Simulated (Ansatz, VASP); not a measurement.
**One calculation of Sb, two programs**

```xyz
1
Lattice="-1.8713 1.8713 1.8713 1.8713 -1.8713 1.8713 1.8713 1.8713 -1.8713" Properties=species:S:1:pos:R:3 pbc="T T T"
Sb    0.0000    0.0000    0.0000
```

Alike in both runs: task single point; functional PBEsol-based global hybrid; k mesh 5 × 5 × 5; occupations fermi-dirac, width 0.05 eV; no spin polarisation.

|  | VASP | Ansatz |
| --- | --- | --- |
| version | VASP 6.6.1 | Ansatz 0.2.0 |
| potentials or method | VASP PAW PBE potentials, release 64 (Sb) | Ansatz PAW |
| plane-wave cutoff (eV) | 520 | 420 |
| valence electrons in the cell | 5 | 15 |

|  | VASP | Ansatz | Ansatz less VASP |
| --- | --- | --- | --- |
| gap on the k mesh at the Fermi level (eV) | none | none | - |
| pressure (GPa) | -5.3 | -4.1 | +1.25 |

VASP's potentials were made for PBE, not for PBEsol-based global hybrid. A gap of «none» marks a metal or a gap that the smearing closes. VASP's potentials hold 5 valence electrons a cell and Ansatz's 15, so a difference there can come from the potentials and not from the codes.

The k mesh is coarse, so the values compare programs but aren't converged. Spin-orbit coupling is off throughout.
